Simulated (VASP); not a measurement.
# TiAl3 (I4/mmm) in VASP: a series of runs

Runs on TiAl3. Level: PBEsol. Tasks: single point.

All numbers are computed with VASP 6.6.1; they aren't measurements. Logs are shortened: lines on timing, memory, paths and dates and some standing lists are left out, and cuts for length are marked.

**1. The cell of the first run**

The structure is tetragonal, space group I4/mmm (No. 139). Conventional cell: a = 3.816 Å, b = 3.816 Å, c = 8.551 Å, α = 90.00°, β = 90.00°, γ = 90.00°. Ti (site symmetry 4/mmm) has 12 Al at 2.70 to 2.87 Å within 3.6 Å. Al (site symmetry 4/mmm) has 4 Ti at 2.70 Å and 8 Al at 2.87 Å within 3.6 Å. Within 3.6 Å of Al (site symmetry -4m2) lie 8 Al at 2.70 to 2.87 Å and 4 Ti at 2.87 Å.

**2. Single point, PBEsol**

INCAR reads:

```
ALGO = Normal
EDIFF = 1E-6
ENCUT = 520
GGA = PS
ISIF = 2
ISMEAR = -1
LASPH = T
LCHARG = F
LREAL = F
LWAVE = F
NBANDS = 18
NELM = 80
PREC = Accurate
SIGMA = 0.05
```

KPOINTS reads:

```
k-points
0
Gamma
  13 13 13
```

POSCAR reads:

```
TiAl3
1.0
   -1.9081328214      1.9081328214      4.2754998564
    1.9081328214     -1.9081328214      4.2754998564
    1.9081328214      1.9081328214     -4.2754998564
Ti Al
1 3
Direct
    0.0000000000      0.0000000000      0.0000000000
    0.5000000000      0.5000000000      0.0000000000
    0.7500000000      0.2500000000      0.5000000000
    0.2500000000      0.7500000000      0.5000000000
```

Potentials or basis: VASP PAW PBE potentials, release 64 (Ti_sv, Al).

On the command line:

```bash
cat potpaw_PBE.64/Ti_sv/POTCAR potpaw_PBE.64/Al/POTCAR > POTCAR
mpirun -np 1 vasp_std > vasp.out
```

OUTCAR:

```text
EDIFF = 1E-6
   ENCUT = 520
   GGA = PS
   ISIF = 2
   ISMEAR = -1
   LASPH = T
   LREAL = F
   NELM = 80
   PREC = Accurate

 ion  position               nearest neighbor table
   1  0.000  0.000  0.000-   2 2.70   2 2.70   2 2.70   2 2.70   4 2.87   3 2.87   4 2.87   4 2.87
                             3 2.87   3 2.87   4 2.87   3 2.87
   2  0.500  0.500  0.000-   1 2.70   1 2.70   1 2.70   1 2.70   4 2.87   3 2.87   4 2.87   3 2.87
                             4 2.87   4 2.87   3 2.87   3 2.87
   3  0.750  0.250  0.500-   4 2.70   4 2.70   4 2.70   4 2.70   2 2.87   1 2.87   2 2.87   1 2.87
                             2 2.87   2 2.87   1 2.87   1 2.87
   4  0.250  0.750  0.500-   3 2.70   3 2.70   3 2.70   3 2.70   2 2.87   1 2.87   2 2.87   2 2.87
                             1 2.87   1 2.87   2 2.87   1 2.87

  LATTYP: Found a body centered tetragonal cell.
 ALAT       =     3.8162656428
 C/A-ratio  =     2.2406720373

  Lattice vectors:

 A1 = (  -1.9081328214,   1.9081328214,   4.2754998564)
 A2 = (   1.9081328214,  -1.9081328214,   4.2754998564)
 A3 = (   1.9081328214,   1.9081328214,  -4.2754998564)

Analysis of symmetry for initial positions (statically):
=====================================================================
 Subroutine PRICEL returns:
 Original cell was already a primitive cell.

 Routine SETGRP: Setting up the symmetry group for a
 body centered tetragonal supercell.

 Subroutine GETGRP returns: Found 16 space group operations
 (whereof 16 operations were pure point group operations)
 out of a pool of 16 trial point group operations.

The static configuration has the point symmetry D_4h.

Analysis of symmetry for dynamics (positions and initial velocities):
=====================================================================
 Subroutine PRICEL returns:
 Original cell was already a primitive cell.

 Routine SETGRP: Setting up the symmetry group for a
 body centered tetragonal supercell.

 Subroutine GETGRP returns: Found 16 space group operations
 (whereof 16 operations were pure point group operations)
 out of a pool of 16 trial point group operations.

The dynamic configuration has the point symmetry D_4h.

 Subroutine INISYM returns: Found 16 space group operations
 (whereof 16 operations are pure point group operations),
 and found     1 'primitive' translations

----------------------------------------------------------------------------------------

                                     Primitive cell

  volume of cell :      62.2679

  direct lattice vectors                    reciprocal lattice vectors
    -1.908132821  1.908132821  4.275499856     0.000000000  0.262036266  0.116945390
     1.908132821 -1.908132821  4.275499856     0.262036266  0.000000000  0.116945390
     1.908132821  1.908132821 -4.275499856     0.262036266  0.262036266  0.000000000

  length of vectors
     5.055871908  5.055871908  5.055871908     0.286948130  0.286948130  0.370575242

  position of ions in fractional coordinates (direct lattice)
     0.000000000  0.000000000  0.000000000
     0.500000000  0.500000000  0.000000000
     0.750000000  0.250000000  0.500000000
     0.250000000  0.750000000  0.500000000

  ion indices of the primitive-cell ions
   primitive index   ion index
                 1           1
                 2           2
                 3           3
                 4           4

----------------------------------------------------------------------------------------

 KPOINTS: k-points

Automatic generation of k-mesh.
 Grid dimensions read from file:
 generate k-points for:   13   13   13

 Generating k-lattice:

  Cartesian coordinates                     Fractional coordinates (reciprocal lattice)
     0.000000000  0.020156636  0.008995799     0.076923077  0.000000000  0.000000000
     0.020156636  0.000000000  0.008995799     0.000000000  0.076923077  0.000000000
     0.020156636  0.020156636  0.000000000     0.000000000  0.000000000  0.076923077

  Length of vectors
     0.022072933  0.022072933  0.028505788

  Shift w.r.t. Gamma in fractional coordinates (k-lattice)
     0.000000000  0.000000000  0.000000000

 Subroutine IBZKPT returns following result:
 ===========================================

 Found    196 irreducible k-points:

 Following reciprocal coordinates:
            Coordinates               Weight
  0.000000  0.000000  0.000000      1.000000
  0.076923  0.000000 -0.000000      8.000000
  0.153846  0.000000  0.000000      8.000000
  0.230769  0.000000 -0.000000      8.000000
  0.307692  0.000000  0.000000      8.000000
  0.384615  0.000000 -0.000000      8.000000
[... 16 lines left out ...]
  0.384615  0.153846  0.000000     16.000000
  0.461538  0.153846  0.000000     16.000000
 [... further k-points ...]
   k-points           NKPTS =    196   k-points in BZ     NKDIM =    196   number of bands    NBANDS=     18
   number of dos      NEDOS =    301   number of ions     NIONS =      4
   total plane-waves  NPLWV =  64000
   dimension x,y,z NGX =    40 NGY =   40 NGZ =   40
   dimension x,y,z NGXF=    80 NGYF=   80 NGZF=   80
   ions per type =               1   3
   NGX,Y,Z   is equivalent  to a cutoff of  13.15, 13.15, 13.15 a.u.
   NGXF,Y,Z  is equivalent  to a cutoff of  26.31, 26.31, 26.31 a.u.
 SYSTEM =  unknown system
   PREC   = accura    normal or accurate (medium, high low for compatibility)
   ISTART =      0    job   : 0-new  1-cont  2-samecut
   ICHARG =      2    charge: 1-file 2-atom 10-const
   ISPIN  =      1    spin polarized calculation?
   LNONCOLLINEAR =      F non collinear calculations
   LSORBIT =      F    spin-orbit coupling
   LASPH  =      T    aspherical Exc in radial PAW
   ENCUT  =  520.0 eV  38.22 Ry    6.18 a.u.   9.40  9.40  9.40*2*pi/ulx,y,z
   NELM   =     80;   NELMIN=  2; NELMDL= -5     # of ELM steps
   EDIFF  = 0.1E-05   stopping-criterion for ELM
   LREAL  =      F    real-space projection
   EDIFFG = 0.1E-04   stopping-criterion for IOM
   NSW    =      0    number of steps for IOM
   IBRION =     -1    ionic relax: 0-MD 1-quasi-New 2-CG
   NFREE  =      0    steps in history (QN), initial steepest desc. (CG)
   ISIF   =      2    stress and relaxation
   ISYM   =      2    0-nonsym 1-usesym 2-fastsym
   POTIM  = 0.5000    time-step for ionic-motion
   TEBEG  =    0.0;   TEEND  =   0.0 temperature during run
   PSTRESS=    0.0 pullay stress
   NELECT =      21.0000    total number of electrons
   NUPDOWN=      -1.0000    fix difference up-down
   EMIN   =  10.00;   EMAX   =-10.00  energy-range for DOS
   EFERMI =   0.00;   METHOD = LEGACY
   ISMEAR =    -1;   SIGMA  =   0.05  broadening in eV -4-tet -1-fermi 0-gaus
   EFERMI_NEDOS =   21; number of points for ismear=-14 and -15
   IALGO  =     38    algorithm
   IMIX   =      4    mixing-type and parameters
     AMIX     =   0.40;   BMIX     =  1.00
     AMIX_MAG =   1.60;   BMIX_MAG =  1.00
  volume/ion in A,a.u.               =      15.57       105.05
  Fermi-wavevector in a.u.,A,eV,Ry     =   1.139532  2.153403 17.667620  1.298533
  Thomas-Fermi vector in A             =   2.276235
   LORBIT       =      0    0 simple, 1 ext, 2 COOP (PROOUT), +10 PAW based schemes
   GGA     = PS    functional components
   LHFCALC =     F    Hartree Fock is set to
   AEXX    =    0.0000 exact exchange contribution
   IVDW    =     0    specifies the selected vdW correction
   LEPSILON=     F    determine dielectric tensor
   LRPA    =     F    only Hartree local field effects (RPA)
 non-spin polarized calculation
  energy-cutoff  :      520.00
  volume of cell :       62.27
 maximum number of plane-waves:      1690
 NGX is ok and might be reduce to    40
   NGX = 19   NGY = 19   NGZ = 19

 number of electron      20.9999999 magnetization

 Free energy of the ion-electron system (eV)
  ---------------------------------------------------
  ext. energy  EPLUGINS =         0.00000000
  ---------------------------------------------------
  free energy    TOTEN  =       -22.23617318 eV

  energy without entropy =      -22.22343571  energy(sigma->0) =      -22.22980444

 E-fermi :   8.3347     XC(G=0): -10.8953

 val. band max:        8.3315195615   @ k =  -0.3077  -0.4615   0.2308
 cond. band min:       8.3369427109   @ k =  -0.4615   0.4615   0.3077
 fundamental gap:      0.0054231495
 Fermi energy:         8.3346793027

 k-point     1 :       0.0000    0.0000    0.0000
  band No.  band energies     occupation
      1     -47.8609      2.00000
      2     -24.2819      2.00000
      3     -24.2819      2.00000
      4     -24.2039      2.00000
      5      -1.8075      2.00000
      6       5.4610      2.00000
[... 10 lines left out ...]
     17      12.1940      0.00000
     18      12.1940      0.00000

 k-point     2 :       0.0769    0.0000   -0.0000
  band No.  band energies     occupation
      1     -47.8609      2.00000
      2     -24.2836      2.00000
      3     -24.2818      2.00000
      4     -24.2038      2.00000
      5      -1.7331      2.00000
      6       5.1183      2.00000
[... 10 lines left out ...]
     17      12.2155      0.00000
     18      12.6291      0.00000

 k-point     3 :       0.1538    0.0000    0.0000
  band No.  band energies     occupation
      1     -47.8606      2.00000
      2     -24.2882      2.00000
      3     -24.2814      2.00000
      4     -24.2036      2.00000
      5      -1.5111      2.00000
      6       4.7011      2.00000
[... 10 lines left out ...]
     17      12.3315      0.00000
     18      13.5547      0.00000

 k-point     4 :       0.2308    0.0000   -0.0000
  band No.  band energies     occupation
      1     -47.8603      2.00000
      2     -24.2948      2.00000
      3     -24.2810      2.00000
      4     -24.2033      2.00000
      5      -1.1457      2.00000
      6       4.1916      2.00000
[... 375 lines left out ...]
      4     -24.2028      2.00000
      5      -0.1861      2.00000
      6       3.2367      2.00000
[... 10 lines left out ...]
     17      13.3025      0.00000
     18      14.3237      0.00000

 k-point    23 :       0.3846    0.1538    0.0000
  band No.  band energies     occupation
      1     -47.8594      2.00000
      2     -24.3067      2.00000
      3     -24.2861      2.00000
      4     -24.2024      2.00000
      5       0.4640      2.00000
      6       2.4426      2.00000
[... 10 lines left out ...]
     17      13.6013      0.00000
     18      14.0985      0.00000

 k-point    24 :       0.4615    0.1538    0.0000
  band No.  band energies     occupation
      1     -47.8592      2.00000
      2     -24.3099      2.00000
      3     -24.2859      2.00000
      4     -24.2020      2.00000
      5       1.1534      2.00000
      6       1.6542      2.00000
[... 10 lines left out ...]
     17      13.4609      0.00000
     18      14.1320      0.00000

 [... further k-points ...]

------------------------ aborting loop because EDIFF is reached ----------------------------------------

  FORCE on cell =-STRESS in cart. coord.  units (eV):
  Direction    XX          YY          ZZ          XY          YZ          ZX
  --------------------------------------------------------------------------------------
  -------------------------------------------------------------------------------------
  Total        0.0403999      0.0403999      0.0247304      0.0000000      0.0000000      0.0000000
  in kB        1.0395047      1.0395047      0.6363221      0.0000000      0.0000000      0.0000000
  external PRESSURE =       0.9051105 kB  Pullay stress =       0.0000000 kB

 VOLUME and BASIS-vectors are now :
 -----------------------------------------------------------------------------
  energy-cutoff  :      520.00
  volume of cell :       62.27
      direct lattice vectors                 reciprocal lattice vectors
    -1.908132821  1.908132821  4.275499856     0.000000000  0.262036266  0.116945390
     1.908132821 -1.908132821  4.275499856     0.262036266  0.000000000  0.116945390
     1.908132821  1.908132821 -4.275499856     0.262036266  0.262036266  0.000000000

 POSITION                                       TOTAL-FORCE (eV/Angst)
 -----------------------------------------------------------------------------------
      0.00000      0.00000      0.00000         0.000000     -0.000000      0.000000
      0.00000      0.00000      4.27550         0.000000     -0.000000      0.000000
     -0.00000      1.90813      2.13775        -0.000000      0.000000     -0.000000
      1.90813     -0.00000      2.13775         0.000000     -0.000000      0.000000
 -----------------------------------------------------------------------------------
    total drift:                               -0.000000     -0.000000     -0.000000

  FREE ENERGIE OF THE ION-ELECTRON SYSTEM (eV)
  ---------------------------------------------------
  free  energy   TOTEN  =       -22.2361731804 eV

  energy  without entropy=      -22.2234357091  energy(sigma->0) =      -22.22980444
```

Run time: 2.9 min. Hardware: 1 thread of Intel Xeon 6975P-C (Granite Rapids), shared host; peak memory 0.38 GiB.

Results:

```yaml
Free_energy: -22.2362 eV
Pressure: 0.1 GPa
Band_gap_on_the_k_mesh: zero (an odd number of electrons rules out a gap without spin polarisation)
```

Caveat: the PAW data sets were made with another functional, which shifts forces and pressure a little.

**3. Single point, PBEsol**

INCAR reads:

```
SYSTEM = TiAl3
  PREC = Accurate
  ENCUT = 520
  EDIFF = 1E-7
  ISMEAR = -1
  SIGMA = 0.05
  LREAL = .False.
  LASPH = .True.
  NELM = 100
  ALGO = Normal
  ISIF = 2
  LWAVE = .False.
  LCHARG = .False.
  GGA = PS
  NBANDS = 18
```

KPOINTS reads:

```
regular mesh
0
Gamma
  13 13 13
  0 0 0
```

POSCAR is that of step 2.

Potentials or basis: VASP PAW PBE potentials, release 64 (Ti_sv, Al).

On the command line:

```bash
cat potpaw_PBE.64/Ti_sv/POTCAR potpaw_PBE.64/Al/POTCAR > POTCAR
mpirun -np 1 vasp_std > vasp.out
```

Wall time 3.1 min (1 thread of Intel Xeon 6975P-C (Granite Rapids), shared host); peak memory 0.38 GiB.

It converged, with:

| Item | Value |
| --- | --- |
| Free energy | -22.2362 eV |
| Pressure | 0.1 GPa |
| Band gap on the k mesh | zero (an odd number of electrons rules out a gap without spin polarisation) |

Levels at points of the mesh, in eV from the Fermi level:
| k point | band 7 | band 8 | band 9 | band 10 | band 11 | band 12 | band 13 | band 14 | band 15 | band 16 |
| --- | --- | --- | --- | --- | --- | --- | --- | --- | --- | --- |
| (0.00, 0.00, 0.00) | -2.64 | -1.44 | -1.24 | -1.24 | 0.84 | 1.76 | 1.76 | 2.22 | 2.51 | 3.85 |

Caveat: the PAW data sets were made with another functional, which shifts forces and pressure a little.
